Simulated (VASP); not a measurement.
# CdS3 (Pm-3m) in VASP: notebook

CdS3 is run at these levels: PBE, RPBE; tasks: single point, relaxation of cell and atoms.

Program: VASP 6.6.1. These are calculated values, not measurements. Logs are shortened: lines on timing, memory, paths and dates and some standing lists are left out, and cuts for length are marked.

### 1 The cell of the first run

Symmetry: Pm-3m, No. 221, cubic system. Conventional cell: a = 4.201 Å, b = 4.201 Å, c = 4.201 Å, α = 90.00°, β = 90.00°, γ = 90.00°. Cd (site symmetry m-3m) has 12 S at 2.97 Å within 3.9 Å. S (site symmetry 4/mmm) has 4 Cd at 2.97 Å and 8 S at 2.97 Å within 3.9 Å.

### 2 Single point, PBE

Contents of INCAR:

```
SYSTEM = CdS3
  PREC = Accurate
  ENCUT = 500
  EDIFF = 1E-6
  ISMEAR = 0
  SIGMA = 0.1
  LREAL = .False.
  LASPH = .True.
  NELM = 120
  ALGO = Normal
  ISIF = 2
  LWAVE = .False.
  LCHARG = .False.
  GGA = PE
  NBANDS = 23
  GGA_COMPAT = .False.
```

Contents of KPOINTS:

```
regular mesh
0
Gamma
  12 12 12
  0 0 0
```

Contents of POSCAR:

```
CdS3
1.0
    4.2011532855      0.0000000000      0.0000000000
    0.0000000000      4.2011532855      0.0000000000
    0.0000000000      0.0000000000      4.2011532855
Cd S
1 3
Direct
    0.0000000000      0.0000000000      0.0000000000
    0.0000000000      0.5000000000      0.5000000000
    0.5000000000      0.0000000000      0.5000000000
    0.5000000000      0.5000000000      0.0000000000
```

Potentials or basis: VASP PAW PBE potentials, release 64 (Cd, S).

The run is started by

```
> cat potpaw_PBE.64/Cd/POTCAR potpaw_PBE.64/S/POTCAR > POTCAR
> mpirun -np 1 vasp_std > vasp.out
```

OUTCAR:

```text
SYSTEM = CdS3
   PREC = Accurate
   ENCUT = 500
   EDIFF = 1E-6
   ISMEAR = 0
   LREAL = .False.
   LASPH = .True.
   NELM = 120
   ISIF = 2
   GGA = PE

 ion  position               nearest neighbor table
   1  0.000  0.000  0.000-   2 2.97   3 2.97   4 2.97   2 2.97   3 2.97   2 2.97   4 2.97   2 2.97
                             3 2.97   4 2.97   3 2.97   4 2.97
   2  0.000  0.500  0.500-   1 2.97   1 2.97   1 2.97   1 2.97
   3  0.500  0.000  0.500-   1 2.97   1 2.97   1 2.97   1 2.97
   4  0.500  0.500  0.000-   1 2.97   1 2.97   1 2.97   1 2.97

  LATTYP: Found a simple cubic cell.
 ALAT       =     4.2011532855

  Lattice vectors:

 A1 = (   4.2011532855,   0.0000000000,   0.0000000000)
 A2 = (   0.0000000000,   4.2011532855,   0.0000000000)
 A3 = (   0.0000000000,   0.0000000000,   4.2011532855)

Analysis of symmetry for initial positions (statically):
=====================================================================
 Subroutine PRICEL returns:
 Original cell was already a primitive cell.

 Routine SETGRP: Setting up the symmetry group for a
 simple cubic supercell.

 Subroutine GETGRP returns: Found 48 space group operations
 (whereof 48 operations were pure point group operations)
 out of a pool of 48 trial point group operations.

The static configuration has the point symmetry O_h .

Analysis of symmetry for dynamics (positions and initial velocities):
=====================================================================
 Subroutine PRICEL returns:
 Original cell was already a primitive cell.

 Routine SETGRP: Setting up the symmetry group for a
 simple cubic supercell.

 Subroutine GETGRP returns: Found 48 space group operations
 (whereof 48 operations were pure point group operations)
 out of a pool of 48 trial point group operations.

The dynamic configuration has the point symmetry O_h .

 Subroutine INISYM returns: Found 48 space group operations
 (whereof 48 operations are pure point group operations),
 and found     1 'primitive' translations

----------------------------------------------------------------------------------------

                                     Primitive cell

  volume of cell :      74.1490

  direct lattice vectors                    reciprocal lattice vectors
     4.201153286  0.000000000  0.000000000     0.238029877  0.000000000  0.000000000
     0.000000000  4.201153286  0.000000000     0.000000000  0.238029877  0.000000000
     0.000000000  0.000000000  4.201153286     0.000000000  0.000000000  0.238029877

  length of vectors
     4.201153286  4.201153286  4.201153286     0.238029877  0.238029877  0.238029877

  position of ions in fractional coordinates (direct lattice)
     0.000000000  0.000000000  0.000000000
     0.000000000  0.500000000  0.500000000
     0.500000000  0.000000000  0.500000000
     0.500000000  0.500000000  0.000000000

  ion indices of the primitive-cell ions
   primitive index   ion index
                 1           1
                 2           2
                 3           3
                 4           4

----------------------------------------------------------------------------------------

 KPOINTS: regular mesh

Automatic generation of k-mesh.
 Grid dimensions read from file:
 generate k-points for:   12   12   12

 Generating k-lattice:

  Cartesian coordinates                     Fractional coordinates (reciprocal lattice)
     0.019835823  0.000000000  0.000000000     0.083333333  0.000000000  0.000000000
     0.000000000  0.019835823  0.000000000     0.000000000  0.083333333  0.000000000
     0.000000000  0.000000000  0.019835823     0.000000000  0.000000000  0.083333333

  Length of vectors
     0.019835823  0.019835823  0.019835823

  Shift w.r.t. Gamma in fractional coordinates (k-lattice)
     0.000000000  0.000000000  0.000000000

 Subroutine IBZKPT returns following result:
 ===========================================

 Found     84 irreducible k-points:

 Following reciprocal coordinates:
            Coordinates               Weight
  0.000000  0.000000  0.000000      1.000000
  0.083333  0.000000  0.000000      6.000000
  0.166667  0.000000  0.000000      6.000000
  0.250000  0.000000  0.000000      6.000000
  0.333333  0.000000  0.000000      6.000000
  0.416667  0.000000  0.000000      6.000000
[... 16 lines left out ...]
  0.333333  0.333333  0.000000     12.000000
  0.416667  0.333333  0.000000     24.000000
 [... further k-points ...]
   k-points           NKPTS =     84   k-points in BZ     NKDIM =     84   number of bands    NBANDS=     23
   number of dos      NEDOS =    301   number of ions     NIONS =      4
   total plane-waves  NPLWV =  32768
   dimension x,y,z NGX =    32 NGY =   32 NGZ =   32
   dimension x,y,z NGXF=    64 NGYF=   64 NGZF=   64
   ions per type =               1   3
   NGX,Y,Z   is equivalent  to a cutoff of  12.66, 12.66, 12.66 a.u.
   NGXF,Y,Z  is equivalent  to a cutoff of  25.33, 25.33, 25.33 a.u.
 SYSTEM =  CdS3
   PREC   = accura    normal or accurate (medium, high low for compatibility)
   ISTART =      0    job   : 0-new  1-cont  2-samecut
   ICHARG =      2    charge: 1-file 2-atom 10-const
   ISPIN  =      1    spin polarized calculation?
   LNONCOLLINEAR =      F non collinear calculations
   LSORBIT =      F    spin-orbit coupling
   LASPH  =      T    aspherical Exc in radial PAW
   ENCUT  =  500.0 eV  36.75 Ry    6.06 a.u.   7.66  7.66  7.66*2*pi/ulx,y,z
   NELM   =    120;   NELMIN=  2; NELMDL= -5     # of ELM steps
   EDIFF  = 0.1E-05   stopping-criterion for ELM
   LREAL  =      F    real-space projection
   EDIFFG = 0.1E-04   stopping-criterion for IOM
   NSW    =      0    number of steps for IOM
   IBRION =     -1    ionic relax: 0-MD 1-quasi-New 2-CG
   NFREE  =      0    steps in history (QN), initial steepest desc. (CG)
   ISIF   =      2    stress and relaxation
   ISYM   =      2    0-nonsym 1-usesym 2-fastsym
   POTIM  = 0.5000    time-step for ionic-motion
   TEBEG  =    0.0;   TEEND  =   0.0 temperature during run
   PSTRESS=    0.0 pullay stress
   NELECT =      30.0000    total number of electrons
   NUPDOWN=      -1.0000    fix difference up-down
   EMIN   =  10.00;   EMAX   =-10.00  energy-range for DOS
   EFERMI =   0.00;   METHOD = LEGACY
   ISMEAR =     0;   SIGMA  =   0.10  broadening in eV -4-tet -1-fermi 0-gaus
   EFERMI_NEDOS =   21; number of points for ismear=-14 and -15
   IALGO  =     38    algorithm
   IMIX   =      4    mixing-type and parameters
     AMIX     =   0.40;   BMIX     =  1.00
     AMIX_MAG =   1.60;   BMIX_MAG =  1.00
  volume/ion in A,a.u.               =      18.54       125.10
  Fermi-wavevector in a.u.,A,eV,Ry     =   1.210821  2.288120 19.947341  1.466088
  Thomas-Fermi vector in A             =   2.346356
   LORBIT       =      0    0 simple, 1 ext, 2 COOP (PROOUT), +10 PAW based schemes
   GGA     = PE    functional components
   LHFCALC =     F    Hartree Fock is set to
   AEXX    =    0.0000 exact exchange contribution
   IVDW    =     0    specifies the selected vdW correction
   LEPSILON=     F    determine dielectric tensor
   LRPA    =     F    only Hartree local field effects (RPA)
 non-spin polarized calculation
 Gauss-broadening in eV      SIGMA  =   0.10
  energy-cutoff  :      500.00
  volume of cell :       74.15
 maximum number of plane-waves:      1924
 NGX is ok and might be reduce to    32
   NGX = 15   NGY = 15   NGZ = 15

 number of electron      30.0000024 magnetization

 Free energy of the ion-electron system (eV)
  ---------------------------------------------------
  ext. energy  EPLUGINS =         0.00000000
  ---------------------------------------------------
  free energy    TOTEN  =       -10.21767627 eV

  energy without entropy =      -10.20023907  energy(sigma->0) =      -10.20895767

 E-fermi :   5.1311     XC(G=0): -10.7316

 val. band max:        5.1276280457   @ k =   0.4167   0.1667   0.1667
 cond. band min:       5.1400200959   @ k =   0.4167   0.3333   0.1667
 fundamental gap:      0.0123920502
 Fermi energy:         5.1311478242

 k-point     1 :       0.0000    0.0000    0.0000
  band No.  band energies     occupation
      1      -9.8877      2.00000
      2      -6.1822      2.00000
      3      -6.1822      2.00000
      4      -3.1803      2.00000
      5      -3.1803      2.00000
      6      -3.1803      2.00000
[... 15 lines left out ...]
     22      12.2759      0.00000
     23      12.2759      0.00000

 k-point     2 :       0.0833    0.0000    0.0000
  band No.  band energies     occupation
      1      -9.8455      2.00000
      2      -6.2693      2.00000
      3      -6.1650      2.00000
      4      -3.1951      2.00000
      5      -3.1951      2.00000
      6      -3.1797      2.00000
[... 15 lines left out ...]
     22      12.3840      0.00000
     23      12.3966      0.00000

 k-point     3 :       0.1667    0.0000    0.0000
  band No.  band energies     occupation
      1      -9.7207      2.00000
      2      -6.5151      2.00000
      3      -6.1166      2.00000
      4      -3.2343      2.00000
      5      -3.2343      2.00000
      6      -3.1782      2.00000
[... 15 lines left out ...]
     22      12.5685      0.00000
     23      12.5713      0.00000
[... 495 lines left out ...]
 k-point    23 :       0.3333    0.3333    0.0000
  band No.  band energies     occupation
      1      -8.6772      2.00000
      2      -7.2415      2.00000
      3      -6.7733      2.00000
      4      -3.3565      2.00000
      5      -3.3142      2.00000
      6      -3.2949      2.00000
[... 15 lines left out ...]
     22      13.4339      0.00000
     23      15.5066      0.00000

 k-point    24 :       0.4167    0.3333    0.0000
  band No.  band energies     occupation
      1      -8.4100      2.00000
      2      -7.4544      2.00000
      3      -6.8529      2.00000
      4      -3.3735      2.00000
      5      -3.3350      2.00000
      6      -3.2969      2.00000
[... 15 lines left out ...]
     22      13.9513      0.00000
     23      15.5305      0.00000

 [... further k-points ...]

------------------------ aborting loop because EDIFF is reached ----------------------------------------

  FORCE on cell =-STRESS in cart. coord.  units (eV):
  Direction    XX          YY          ZZ          XY          YZ          ZX
  --------------------------------------------------------------------------------------
  -------------------------------------------------------------------------------------
  Total        0.0883800      0.0883800      0.0883800     -0.0000000      0.0000000     -0.0000000
  in kB        1.9096739      1.9096739      1.9096739     -0.0000000      0.0000000     -0.0000000
  external PRESSURE =       1.9096739 kB  Pullay stress =       0.0000000 kB

 VOLUME and BASIS-vectors are now :
 -----------------------------------------------------------------------------
  energy-cutoff  :      500.00
  volume of cell :       74.15
      direct lattice vectors                 reciprocal lattice vectors
     4.201153286  0.000000000  0.000000000     0.238029877  0.000000000  0.000000000
     0.000000000  4.201153286  0.000000000     0.000000000  0.238029877  0.000000000
     0.000000000  0.000000000  4.201153286     0.000000000  0.000000000  0.238029877

 POSITION                                       TOTAL-FORCE (eV/Angst)
 -----------------------------------------------------------------------------------
      0.00000      0.00000      0.00000         0.000000      0.000000      0.000000
      0.00000      2.10058      2.10058         0.000000      0.000000      0.000000
      2.10058      0.00000      2.10058         0.000000      0.000000      0.000000
      2.10058      2.10058      0.00000         0.000000      0.000000      0.000000
 -----------------------------------------------------------------------------------
    total drift:                                0.000000     -0.000000     -0.000000

  FREE ENERGIE OF THE ION-ELECTRON SYSTEM (eV)
  ---------------------------------------------------
  free  energy   TOTEN  =       -10.2176762692 eV

  energy  without entropy=      -10.2002390727  energy(sigma->0) =      -10.20895767
```

It took 71 s on 1 thread of Intel Xeon 6975P-C, shared host; peak memory 0.25 GiB.

Results:

| Property | Result |
| --- | --- |
| Free energy | -10.2177 eV |
| Pressure | 0.2 GPa |
| Band gap on the k mesh | zero (band 15 reaches 6.23 eV, above the bottom of band 16 at 4.64 eV) |

### 3 Relaxation of cell and atoms, PBE

This run uses another cell than the first one, of 18.63 Å³/atom, 1.005 times its volume.

Contents of INCAR:

```
SYSTEM = CdS3
ALGO     = Normal         ! electronic algorithm
EDIFF    = 1E-7           ! SCF threshold, eV
EDIFFG   = -0.01          ! ionic threshold
ENCUT    = 500            ! plane-wave cutoff, eV
GGA      = PE             ! functional
GGA_COMPAT= .FALSE.      
IBRION   = 2              ! ionic algorithm
ISIF     = 3              ! what is computed and relaxed
ISMEAR   = 0              ! smearing method
LASPH    = .TRUE.         ! aspherical terms in the spheres
LCHARG   = .FALSE.        ! write CHGCAR
LREAL    = .FALSE.        ! projectors in reciprocal space
LWAVE    = .FALSE.        ! write WAVECAR
NELM     = 120            ! most SCF steps
NELMIN   = 4            
NSW      = 100            ! ionic steps
PREC     = Accurate       ! precision mode
SIGMA    = 0.1            ! smearing width, eV
```

Contents of KPOINTS:

```
k-points
0
G
  12 12 12
  0 0 0
```

Contents of POSCAR:

```
CdS3
1.0
    4.2079179831      0.0000000000      0.0000000000
    0.0000000000      4.2079179831      0.0000000000
    0.0000000000      0.0000000000      4.2079179831
Cd S
1 3
Direct
    0.0000000000      0.0000000000      0.0000000000
    0.0000000000      0.5000000000      0.5000000000
    0.5000000000      0.0000000000      0.5000000000
    0.5000000000      0.5000000000      0.0000000000
```

Potentials or basis: VASP PAW PBE potentials, release 64 (Cd, S).

The run is started by

```
> cat potpaw_PBE.64/Cd/POTCAR potpaw_PBE.64/S/POTCAR > POTCAR
> mpirun -np 1 vasp_std > vasp.out
```

Wall time 78 s (1 thread of Intel Xeon 6975P-C, shared host); peak memory 0.25 GiB.

It converged, with:

| Property | Result |
| --- | --- |
| Free energy | -10.2179 eV |
| Relaxed volume | 18.58 Å³/atom |
| Relaxed cell | a = 4.205 Å, b = 4.205 Å, c = 4.205 Å, α = 90.00°, β = 90.00°, γ = 90.00° |
| Space group after relaxing (to 0.05 Å) | Pm-3m (No. 221) |
| Energy gained by relaxing | 0.0 meV/atom |
| Ionic steps | 2 |
| Pressure after relaxing | 0.0 GPa |
| Band gap on the k mesh | zero (band 15 reaches 6.20 eV, above the bottom of band 16 at 4.62 eV) |

Final structure:
```yaml
crystal:
  lattice:
    - [4.20460, 0.00000, 0.00000]
    - [0.00000, 4.20460, 0.00000]
    - [0.00000, 0.00000, 4.20460]
  atoms:
    - { symbol: Cd, position: [0.00000, 0.00000, 0.00000] }
    - { symbol: S, position: [0.00000, 0.50000, 0.50000] }
    - { symbol: S, position: [0.50000, 0.00000, 0.50000] }
    - { symbol: S, position: [0.50000, 0.50000, 0.00000] }
```

Levels at points of the mesh, in eV from the Fermi level:
```tsv
k point	band 11	band 12	band 13	band 14	band 15	band 16	band 17	band 18	band 19
(0.00, 0.00, 0.00)	-5.07	-1.12	-1.12	-1.12	-0.96	0.74	0.74	0.74	6.56
(0.50, 0.00, 0.00)	-3.56	-2.78	-2.78	-1.89	-1.70	0.43	0.43	3.38	3.78
(0.50, 0.50, 0.00)	-2.77	-2.77	-2.38	-1.90	-1.90	1.07	1.17	2.37	3.87
(0.50, 0.50, 0.50)	-5.66	-5.66	-1.87	1.10	1.10	1.10	1.20	1.20	9.30
```

[end of part 1 of 2]
